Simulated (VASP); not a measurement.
The system is Ta4Ga.

```
CELL_PARAMETERS angstrom
3.90846 0.00000 0.00000
-1.95423 3.38482 0.00000
0.00000 0.00000 7.00179
ATOMIC_POSITIONS crystal
Ta 0.33333 0.66667 0.50000
Ta 0.00000 0.00000 0.28523
Ta 0.00000 0.00000 0.71477
Ta 0.66667 0.33333 0.50000
Ga 0.00000 0.00000 0.00000
```

The cell was generated, and may not be a known phase.

* Program: VASP 6.6.1
* Task: relaxation of cell and atoms
* Functional: PBE
* Potentials or basis: VASP PAW PBE potentials, release 64 (Ta_pv, Ga_d)
* Cutoff: 600 eV
* k mesh: 6 × 6 × 4
* Occupations: gaussian, width 0.1 eV
* Spin: no spin polarisation

At the start: pressure 77.6 GPa; volume 18.53 Å³/atom.

How do energy, volume and symmetry change on relaxing?

Over 21 steps the energy falls by 2264.3 meV/atom and the volume is 29.95 Å³/atom (+61.7 %); space group P6/mmm (No. 191, to 0.1 Å) before and after.

Step by step:
| step | energy change (eV) | largest force (eV/Å) | pressure (GPa) | volume (Å³) |
| --- | --- | --- | --- | --- |
| 1 | 0.0000 | 7.4974 | 77.62 | 92.63 |
| 2 | -1.6504 | 3.3813 | -13.83 | 267.32 |
| 3 | -10.1684 | 0.7758 | -5.08 | 152.41 |
| 4 | -10.3379 | 0.5724 | -2.32 | 146.15 |
| 5 | -10.3881 | 0.4035 | 1.21 | 139.89 |
| 6 | -10.3894 | 0.4295 | 0.53 | 140.96 |
| 7 | -10.5391 | 1.1124 | -1.08 | 143.91 |
| 8 | -10.7304 | 2.7937 | -3.22 | 148.95 |
| 9 | -10.7880 | 2.8623 | -3.12 | 149.08 |
| 10 | -10.9348 | 2.8090 | -2.79 | 149.40 |
| 11 | -10.9487 | 1.4087 | -1.49 | 149.75 |
| 12 | -10.9982 | 2.4737 | -2.33 | 149.61 |
| 13 | -11.0025 | 2.2608 | -2.12 | 149.66 |
| 14 | -11.0990 | 1.7056 | -1.30 | 148.75 |
| 15 | -11.2250 | 0.2648 | 1.70 | 146.02 |
| 16 | -11.2678 | 0.1646 | 1.20 | 146.97 |
| 17 | -11.3202 | 0.1301 | -0.01 | 149.57 |
| 18 | -11.3207 | 0.1580 | -0.11 | 149.80 |
| 19 | -11.3206 | 0.1663 | -0.13 | 149.88 |
| 20 | -11.3213 | 0.0893 | 0.00 | 149.81 |
| 21 | -11.3214 | 0.0253 | 0.10 | 149.75 |

Final structure:
```
Ta Ga
1.0
     4.64472    0.00000    0.00000
    -2.32236    4.02245    0.00000
     0.00000    0.00000    8.01529
Ta Ga
4 1
Cartesian
  0.0000 2.6816 4.0076
  0.0000 0.0000 2.7583
  0.0000 0.0000 5.2570
  2.3224 1.3408 4.0076
  4.6447 0.0000 0.0000
```

Caveat: the volume moved by over 15 % at a fixed basis, so the end points are rough.
